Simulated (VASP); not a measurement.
## ZnS: electric field gradients with PBE

ZnS:

```xyz
4
Lattice="3.8611 0.0000 0.0000 -1.9306 3.3439 0.0000 0.0000 0.0000 6.3160" Properties=species:S:1:pos:R:3 pbc="T T T"
Zn    0.0000    2.2292    0.0000
Zn    1.9306    1.1146    3.1580
S     0.0000    2.2292    2.4317
S     1.9306    1.1146    5.5897
```

* Program: VASP 6.6.1
* Task: electric field gradients
* Functional: PBE
* Potentials or basis: VASP PAW PBE potentials, release 64 (Zn, S)
* Cutoff: 520 eV
* k mesh: 8 × 8 × 5
* Occupations: fermi-dirac, width 0.03 eV
* Spin: no spin polarisation
* Dipole correction: no
* Further INCAR settings: ALGO = Normal; EDIFF = 1e-08; NBANDS = 26

The pressure is -0.4 GPa and the largest force is 0.278 eV/Å. The band gap on the k mesh is 2.07 eV and the largest electric field gradient by atom is Zn +18.4; S -6.5 V/Å².

Forces in eV/Å, atoms in the order of the input:
```
Zn   0.000  0.000  0.278
Zn   0.000  0.000  0.278
S    0.000  0.000 -0.278
S    0.000  0.000 -0.278
```

Stress tensor (GPa, compression positive):
```
 0.12  0.00  0.00
 0.00  0.12  0.00
 0.00  0.00 -1.38
```

Levels at points of the mesh, in eV from the valence-band top:
| k point | band 14 | band 15 | band 16 | band 17 | band 18 | band 19 | band 20 | band 21 | band 22 | band 23 |
| --- | --- | --- | --- | --- | --- | --- | --- | --- | --- | --- |
| (0.00, 0.00, 0.00) | -0.81 | -0.81 | -0.02 | -0.02 | 0.00 | 2.07 | 2.92 | 6.32 | 6.32 | 6.62 |
| (0.50, 0.00, 0.00) | -4.06 | -2.98 | -2.12 | -1.46 | -0.93 | 3.64 | 4.16 | 5.21 | 7.15 | 7.25 |

Electric field gradients, principal values (V/Å²):
```csv
atom,least,middle,greatest (by size)
1 Zn,-9.212,-9.222,18.434
2 Zn,-9.212,-9.222,18.434
3 S,3.245,3.246,-6.491
4 S,3.245,3.246,-6.491
```

Run time: 2.3 min on 1 thread of Intel Xeon 8259CL, on a shared host, peak memory 0.22 GiB.

Caveat: without QUAD_EFG the Cq values of the log hold for a quadrupole moment of 1 mb, not for the nuclei.
